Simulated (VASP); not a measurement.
# Re (Fd-3m) in VASP: notebook

Runs on Re. Level: revPBE. Tasks: single point.

Program: VASP 6.6.1. These are calculated values, not measurements. Logs are shortened: lines on timing, memory, paths and dates and some standing lists are left out, and cuts for length are marked.

## Step 1: The cell of the first run

The structure is cubic, space group Fd-3m (No. 227). Conventional cell: a = 5.745 Å, b = 5.745 Å, c = 5.745 Å, α = 90.00°, β = 90.00°, γ = 90.00°. Re (site symmetry -43m) has 4 Re at 2.49 Å within 3.3 Å.

This isn't the form of Re at room conditions, which is hcp.

## Step 2: Single point, revPBE (23.70 Å³/atom)

File INCAR:

```
  PREC = Accurate
  ENCUT = 520
  EDIFF = 1E-7
  ISMEAR = -1
  SIGMA = 0.1
  LREAL = False
  LASPH = True
  NELM = 60
  ALGO = Normal
  ISIF = 2
  LWAVE = False
  LCHARG = True
  GGA = RE
  LELF = True
  LVHAR = True
  NBANDS = 14
```

File KPOINTS:

```
Automatic mesh
0
Gamma
  11 11 11
```

File POSCAR:

```
Re
1.0
    0.0000000000      2.8724975388      2.8724975388
    2.8724975388      0.0000000000      2.8724975388
    2.8724975388      2.8724975388      0.0000000000
Re
2
Direct
    0.1250000000      0.1250000000      0.1250000000
    0.8750000000      0.8750000000      0.8750000000
```

Potentials or basis: VASP PAW PBE potentials, release 64 (Re).

Launch:

```bash
cat potpaw_PBE.64/Re/POTCAR > POTCAR
mpirun -np 1 vasp_std > vasp.out
```

OUTCAR:

```text
PREC = Accurate
   ENCUT = 520
   EDIFF = 1E-7
   ISMEAR = -1
   LREAL = False
   LASPH = True
   NELM = 60
   ISIF = 2
   GGA = RE

 ion  position               nearest neighbor table
   1  0.125  0.125  0.125-   2 2.49   2 2.49   2 2.49   2 2.49
   2  0.875  0.875  0.875-   1 2.49   1 2.49   1 2.49   1 2.49

  LATTYP: Found a face centered cubic cell.
 ALAT       =     5.7449950776

  Lattice vectors:

 A1 = (   0.0000000000,   2.8724975388,   2.8724975388)
 A2 = (   2.8724975388,   0.0000000000,   2.8724975388)
 A3 = (   2.8724975388,   2.8724975388,   0.0000000000)

Analysis of symmetry for initial positions (statically):
=====================================================================
 Subroutine PRICEL returns:
 Original cell was already a primitive cell.

 Routine SETGRP: Setting up the symmetry group for a
 face centered cubic supercell.

 Subroutine GETGRP returns: Found 48 space group operations
 (whereof 12 operations were pure point group operations)
 out of a pool of 48 trial point group operations.

The static configuration has the point symmetry D_3d.
 The point group associated with its full space group is O_h .

Analysis of symmetry for dynamics (positions and initial velocities):
=====================================================================
 Subroutine PRICEL returns:
 Original cell was already a primitive cell.

 Routine SETGRP: Setting up the symmetry group for a
 face centered cubic supercell.

 Subroutine GETGRP returns: Found 48 space group operations
 (whereof 12 operations were pure point group operations)
 out of a pool of 48 trial point group operations.

The dynamic configuration has the point symmetry D_3d.
 The point group associated with its full space group is O_h .

 Subroutine INISYM returns: Found 48 space group operations
 (whereof 12 operations are pure point group operations),
 and found     1 'primitive' translations

----------------------------------------------------------------------------------------

                                     Primitive cell

  volume of cell :      47.4033

  direct lattice vectors                    reciprocal lattice vectors
     0.000000000  2.872497539  2.872497539    -0.174064553  0.174064553  0.174064553
     2.872497539  0.000000000  2.872497539     0.174064553 -0.174064553  0.174064553
     2.872497539  2.872497539  0.000000000     0.174064553  0.174064553 -0.174064553

  length of vectors
     4.062324977  4.062324977  4.062324977     0.301488650  0.301488650  0.301488650

  position of ions in fractional coordinates (direct lattice)
     0.125000000  0.125000000  0.125000000
     0.875000000  0.875000000  0.875000000

  ion indices of the primitive-cell ions
   primitive index   ion index
                 1           1
                 2           2

----------------------------------------------------------------------------------------

 KPOINTS: Automatic mesh

Automatic generation of k-mesh.
 Grid dimensions read from file:
 generate k-points for:   11   11   11

 Generating k-lattice:

  Cartesian coordinates                     Fractional coordinates (reciprocal lattice)
    -0.015824050  0.015824050  0.015824050     0.090909091  0.000000000  0.000000000
     0.015824050 -0.015824050  0.015824050     0.000000000  0.090909091  0.000000000
     0.015824050  0.015824050 -0.015824050     0.000000000  0.000000000  0.090909091

  Length of vectors
     0.027408059  0.027408059  0.027408059

  Shift w.r.t. Gamma in fractional coordinates (k-lattice)
     0.000000000  0.000000000  0.000000000

 Subroutine IBZKPT returns following result:
 ===========================================

 Found     56 irreducible k-points:

 Following reciprocal coordinates:
            Coordinates               Weight
  0.000000  0.000000  0.000000      1.000000
  0.090909  0.000000  0.000000      8.000000
  0.181818  0.000000  0.000000      8.000000
  0.272727  0.000000  0.000000      8.000000
  0.363636  0.000000  0.000000      8.000000
  0.454545  0.000000  0.000000      8.000000
[... 16 lines left out ...]
 -0.272727  0.181818  0.000000     24.000000
 -0.181818  0.181818  0.000000     12.000000
 [... further k-points ...]
   k-points           NKPTS =     56   k-points in BZ     NKDIM =     56   number of bands    NBANDS=     14
   number of dos      NEDOS =    301   number of ions     NIONS =      2
   total plane-waves  NPLWV =  27000
   dimension x,y,z NGX =    30 NGY =   30 NGZ =   30
   dimension x,y,z NGXF=    60 NGYF=   60 NGZF=   60
   ions per type =               2
   NGX,Y,Z   is equivalent  to a cutoff of  12.28, 12.28, 12.28 a.u.
   NGXF,Y,Z  is equivalent  to a cutoff of  24.55, 24.55, 24.55 a.u.
 SYSTEM =  unknown system
   PREC   = accura    normal or accurate (medium, high low for compatibility)
   ISTART =      0    job   : 0-new  1-cont  2-samecut
   ICHARG =      2    charge: 1-file 2-atom 10-const
   ISPIN  =      1    spin polarized calculation?
   LNONCOLLINEAR =      F non collinear calculations
   LSORBIT =      F    spin-orbit coupling
   LASPH  =      T    aspherical Exc in radial PAW
   ENCUT  =  520.0 eV  38.22 Ry    6.18 a.u.   7.55  7.55  7.55*2*pi/ulx,y,z
   NELM   =     60;   NELMIN=  2; NELMDL= -5     # of ELM steps
   EDIFF  = 0.1E-06   stopping-criterion for ELM
   LREAL  =      F    real-space projection
   EDIFFG = 0.1E-05   stopping-criterion for IOM
   NSW    =      0    number of steps for IOM
   IBRION =     -1    ionic relax: 0-MD 1-quasi-New 2-CG
   NFREE  =      0    steps in history (QN), initial steepest desc. (CG)
   ISIF   =      2    stress and relaxation
   ISYM   =      2    0-nonsym 1-usesym 2-fastsym
   POTIM  = 0.5000    time-step for ionic-motion
   TEBEG  =    0.0;   TEEND  =   0.0 temperature during run
   PSTRESS=    0.0 pullay stress
   NELECT =      14.0000    total number of electrons
   NUPDOWN=      -1.0000    fix difference up-down
   EMIN   =  10.00;   EMAX   =-10.00  energy-range for DOS
   EFERMI =   0.00;   METHOD = LEGACY
   ISMEAR =    -1;   SIGMA  =   0.10  broadening in eV -4-tet -1-fermi 0-gaus
   EFERMI_NEDOS =   21; number of points for ismear=-14 and -15
   IALGO  =     38    algorithm
   IMIX   =      4    mixing-type and parameters
     AMIX     =   0.40;   BMIX     =  1.00
     AMIX_MAG =   1.60;   BMIX_MAG =  1.00
  volume/ion in A,a.u.               =      23.70       159.95
  Fermi-wavevector in a.u.,A,eV,Ry     =   1.090221  2.060219 16.171635  1.188582
  Thomas-Fermi vector in A             =   2.226441
   LORBIT       =      0    0 simple, 1 ext, 2 COOP (PROOUT), +10 PAW based schemes
   GGA     = RE    functional components
   LHFCALC =     F    Hartree Fock is set to
   AEXX    =    0.0000 exact exchange contribution
   IVDW    =     0    specifies the selected vdW correction
   LEPSILON=     F    determine dielectric tensor
   LRPA    =     F    only Hartree local field effects (RPA)
 non-spin polarized calculation
  energy-cutoff  :      520.00
  volume of cell :       47.40
 maximum number of plane-waves:      1303
   NGX = 15   NGY = 15   NGZ = 15

 number of electron      13.9999999 magnetization

 Free energy of the ion-electron system (eV)
  ---------------------------------------------------
  ext. energy  EPLUGINS =         0.00000000
  ---------------------------------------------------
  free energy    TOTEN  =       -20.82684965 eV

  energy without entropy =      -20.78142619  energy(sigma->0) =      -20.80413792

 E-fermi :   3.0926     XC(G=0): -10.6984

 val. band max:        3.0560809859   @ k =  -0.2727   0.2727   0.0000
 cond. band min:       3.0964198965   @ k =  -0.3636   0.2727   0.0909
 fundamental gap:      0.0403389106
 Fermi energy:         3.0925797359

 k-point     1 :       0.0000    0.0000    0.0000
  band No.  band energies     occupation
      1      -3.4883      2.00000
      2       0.3120      2.00000
      3       0.3120      2.00000
      4       0.9293      2.00000
      5       0.9294      2.00000
      6       0.9294      2.00000
      7       3.6932      0.00491
      8       3.6932      0.00491
      9       3.6932      0.00491
     10       6.8697      0.00000
     11       6.8697      0.00000
     12      14.1070      0.00000
     13      14.1425      0.00000
     14      15.6607      0.00000

 k-point     2 :       0.0909    0.0000    0.0000
  band No.  band energies     occupation
      1      -3.3460      2.00000
      2       0.2289      2.00000
      3       0.2289      2.00000
      4       0.9085      2.00000
      5       1.0731      2.00000
      6       1.0731      2.00000
      7       3.5063      0.03142
      8       3.6720      0.00607
      9       3.6720      0.00607
     10       6.8533      0.00000
     11       6.8533      0.00000
     12      13.6480      0.00000
     13      14.1908      0.00000
     14      15.6068      0.00000

 k-point     3 :       0.1818    0.0000    0.0000
  band No.  band energies     occupation
      1      -2.9374      2.00000
      2       0.1341      2.00000
      3       0.1341      2.00000
      4       0.8580      2.00000
      5       1.2929      2.00000
      6       1.2929      2.00000
      7       3.0450      1.23346
      8       3.6741      0.00594
      9       3.6741      0.00594
     10       6.7908      0.00000
     11       6.7908      0.00000
     12      12.1976      0.00000
     13      13.4898      0.00000
     14      15.0250      0.00000
[... 324 lines left out ...]
 k-point    23 :      -0.2727    0.1818    0.0000
  band No.  band energies     occupation
      1      -1.4653      2.00000
      2      -0.0671      2.00000
      3       0.2903      2.00000
      4       0.5142      2.00000
      5       0.9638      2.00000
      6       1.9910      1.99997
      7       2.8256      1.87047
      8       3.2839      0.25723
      9       4.7039      0.00000
     10       5.4370      0.00000
     11       7.0701      0.00000
     12       8.8125      0.00000
     13      10.4554      0.00000
     14      13.0159      0.00000

 k-point    24 :      -0.1818    0.1818    0.0000
  band No.  band energies     occupation
      1      -2.1050      2.00000
      2      -0.1398      2.00000
      3       0.4135      2.00000
      4       0.6123      2.00000
      5       1.0565      2.00000
      6       1.9096      1.99999
      7       2.7486      1.93787
      8       3.2557      0.32733
      9       4.3073      0.00001
     10       5.9013      0.00000
     11       7.1192      0.00000
     12      10.5313      0.00000
     13      11.1373      0.00000
     14      13.7563      0.00000

 [... further k-points ...]

------------------------ aborting loop because EDIFF is reached ----------------------------------------

  FORCE on cell =-STRESS in cart. coord.  units (eV):
  Direction    XX          YY          ZZ          XY          YZ          ZX
  --------------------------------------------------------------------------------------
  -------------------------------------------------------------------------------------
  Total       -2.2597692     -2.2597692     -2.2597692      0.0000000      0.0000000     -0.0000000
  in kB      -76.3775410    -76.3775410    -76.3775410      0.0000000      0.0000000     -0.0000000
  external PRESSURE =     -76.3775410 kB  Pullay stress =       0.0000000 kB

 VOLUME and BASIS-vectors are now :
 -----------------------------------------------------------------------------
  energy-cutoff  :      520.00
  volume of cell :       47.40
      direct lattice vectors                 reciprocal lattice vectors
     0.000000000  2.872497539  2.872497539    -0.174064553  0.174064553  0.174064553
     2.872497539  0.000000000  2.872497539     0.174064553 -0.174064553  0.174064553
     2.872497539  2.872497539  0.000000000     0.174064553  0.174064553 -0.174064553

 POSITION                                       TOTAL-FORCE (eV/Angst)
 -----------------------------------------------------------------------------------
      0.71812      0.71812      0.71812         0.000000      0.000000      0.000000
      5.02687      5.02687      5.02687        -0.000000     -0.000000     -0.000000
 -----------------------------------------------------------------------------------
    total drift:                               -0.000000      0.000000      0.000000

  FREE ENERGIE OF THE ION-ELECTRON SYSTEM (eV)
  ---------------------------------------------------
  free  energy   TOTEN  =       -20.8268496522 eV

  energy  without entropy=      -20.7814261934  energy(sigma->0) =      -20.80413792
```

Run time: 63 s. Hardware: 1 thread of AMD EPYC 7R43 (Zen 3), shared host; peak memory 0.15 GiB.

What came out:

```yaml
Free_energy: -20.8268 eV
Pressure: -7.6 GPa
Band_gap_on_the_k_mesh: zero (bands 7 and 8 overlap by 1.09 eV)
```

Levels at points of the mesh, in eV from the Fermi level:
| k point | band 4 | band 5 | band 6 | band 7 | band 8 | band 9 | band 10 | band 11 |
| --- | --- | --- | --- | --- | --- | --- | --- | --- |
| (0.00, 0.00, 0.00) | -2.16 | -2.16 | -2.16 | 0.60 | 0.60 | 0.60 | 3.78 | 3.78 |

Caveat: the cell stands under tension; the PAW data sets were made with another functional, which shifts forces and pressure a little; spin-orbit coupling is left out, which moves the levels of the heavy elements.

## Step 3: Single point, revPBE (24.61 Å³/atom)

This run uses another cell than the first one, of 24.61 Å³/atom.

File INCAR:

```
SYSTEM = Re
PREC = Accurate
ENCUT = 520
EDIFF = 1E-7
ISMEAR = -1
SIGMA = 0.1
LREAL = .FALSE.
LASPH = .TRUE.
NELM = 60
ALGO = Normal
ISIF = 2
LWAVE = .FALSE.
LCHARG = .FALSE.
GGA = RE
NBANDS = 14
```

File KPOINTS:

```
Automatic mesh
0
G
  11 11 11
  0 0 0
```

File POSCAR:

```
Re
1.0
    0.0000000000      2.9088621275      2.9088621275
    2.9088621275      0.0000000000      2.9088621275
    2.9088621275      2.9088621275      0.0000000000
Re
2
Direct
    0.1250000000      0.1250000000      0.1250000000
    0.8750000000      0.8750000000      0.8750000000
```

Potentials or basis: VASP PAW PBE potentials, release 64 (Re).

Launch:

```bash
cat potpaw_PBE.64/Re/POTCAR > POTCAR
mpirun -np 1 vasp_std > vasp.out
```

Wall time 54 s (1 thread of AMD EPYC 7R43 (Zen 3), shared host); peak memory 0.15 GiB.

The run converged. Its results:

| Item | Value |
| --- | --- |
| Free energy | -20.7120 eV |
| Pressure | -12.5 GPa |
| Band gap on the k mesh | zero (bands 7 and 8 overlap by 1.04 eV) |

Levels at points of the mesh, in eV from the Fermi level:
```
           k point  band 3  band 4  band 5  band 6  band 7  band 8  band 9  band 10  band 11  band 12
(0.00, 0.00, 0.00)   -2.63   -2.09   -2.09   -2.09    0.57    0.57    0.57     3.57     3.57    10.81
```

Caveat: the cell stands under tension; the PAW data sets were made with another functional, which shifts forces and pressure a little; spin-orbit coupling is left out, which moves the levels of the heavy elements.

## Step 4: Single point, revPBE (25.52 Å³/atom)

This run uses another cell than the first one, of 25.52 Å³/atom.

File INCAR:

```
SYSTEM = Re
  ALGO = Normal
  EDIFF = 1E-6
  ENCUT = 520
  GGA = RE
  ISIF = 2
  ISMEAR = -1
  LASPH = .TRUE.
  LCHARG = .FALSE.
  LREAL = .FALSE.
  LWAVE = .FALSE.
  NBANDS = 14
  NELM = 80
  PREC = Accurate
  SIGMA = 0.1
```

File KPOINTS:

```
k-points
0
G
  11 11 11
  0 0 0
```

File POSCAR:

```
Re
1.0
    0.0000000000      2.9443395524      2.9443395524
    2.9443395524      0.0000000000      2.9443395524
    2.9443395524      2.9443395524      0.0000000000
Re
2
Direct
    0.1250000000      0.1250000000      0.1250000000
    0.8750000000      0.8750000000      0.8750000000
```

Launch:

```bash
cat potpaw_PBE.64/Re/POTCAR > POTCAR
mpirun -np 1 vasp_std > vasp.out
```

Run time: 41 s. Hardware: 1 thread of AMD EPYC 7R43 (Zen 3), shared host; peak memory 0.15 GiB.

The run converged. Its results:

```yaml
Free_energy: -20.5475 eV
Pressure: -16.4 GPa
Band_gap_on_the_k_mesh: zero (bands 7 and 8 overlap by 0.98 eV)
```

Levels at points of the mesh, in eV from the Fermi level:
```
           k point  band 5  band 6  band 7  band 8  band 9  band 10
(0.00, 0.00, 0.00)   -2.03   -2.03    0.55    0.55    0.55     3.37
```

Caveat: the cell stands under tension; the PAW data sets were made with another functional, which shifts forces and pressure a little; spin-orbit coupling is left out, which moves the levels of the heavy elements.

## Step 5: Single point, revPBE

This run uses another cell than the first one, of 22.79 Å³/atom.

File INCAR:

```
PREC = Accurate
ENCUT = 520
EDIFF = 1E-7
ISMEAR = -1
SIGMA = 0.1
LREAL = False
LASPH = True
NELM = 80
ALGO = Normal
ISIF = 2
LWAVE = False
LCHARG = False
GGA = RE
NBANDS = 14
```

File KPOINTS:

```
regular mesh
0
Gamma
  16 16 16
```

File POSCAR:

```
Re
1.0
    0.0000000000      2.8351881530      2.8351881530
    2.8351881530      0.0000000000      2.8351881530
    2.8351881530      2.8351881530      0.0000000000
Re
2
Direct
    0.1250000000      0.1250000000      0.1250000000
    0.8750000000      0.8750000000      0.8750000000
```

Launch:

```bash
cat potpaw_PBE.64/Re/POTCAR > POTCAR
mpirun -np 1 vasp_std > vasp.out
```

Wall time 1.8 min (1 thread of AMD EPYC 7R43 (Zen 3), shared host); peak memory 0.2 GiB.

The run converged. Its results:

| Item | Value |
| --- | --- |
| Free energy | -20.8787 eV |
| Pressure | -1.6 GPa |
| Band gap on the k mesh | zero (bands 7 and 8 overlap by 1.44 eV) |

Levels at points of the mesh, in eV from the Fermi level:
```
           k point  band 4  band 5  band 6  band 7  band 8  band 9  band 10  band 11
(0.00, 0.00, 0.00)   -2.22   -2.22   -2.22    0.64    0.64    0.64     4.02     4.02
(0.50, 0.00, 0.00)   -2.63   -2.42   -2.42   -0.89    1.67    1.67     3.21     3.21
(0.50, 0.50, 0.00)   -2.36   -1.94   -1.94    0.02    0.02    3.58     3.58     4.55
```

Caveat: the PAW data sets were made with another functional, which shifts forces and pressure a little; spin-orbit coupling is left out, which moves the levels of the heavy elements.

## Step 6: Summary

| cell | k mesh | gap on the mesh (eV) | pressure (GPa) |
| --- | --- | --- | --- |
| a = 4.062 Å, angles 60.0°, 2 atoms | 11 × 11 × 11 | none | -7.6 |
| a = 4.114 Å, angles 60.0°, 2 atoms | 11 × 11 × 11 | none | -12.5 |
| a = 4.164 Å, angles 60.0°, 2 atoms | 11 × 11 × 11 | none | -16.4 |
| a = 4.010 Å, angles 60.0°, 2 atoms | 16 × 16 × 16 | none | -1.6 |

Alike in all rows: task single point; level revPBE; potentials or basis VASP PAW PBE potentials, release 64 (Re); no spin polarisation; cutoff (eV) 520; smearing fermi-dirac 0.1 eV.

Caveats: the PAW data sets were made with another functional, which shifts forces and pressure a little; spin-orbit coupling is left out, which moves the levels of the heavy elements; the cell stands under tension (at least some runs).

Total energies depend on the potentials used, so only differences within one code and one set of settings carry meaning.

The gap in the log of VASP goes by the Fermi energy; the results here count the filled bands.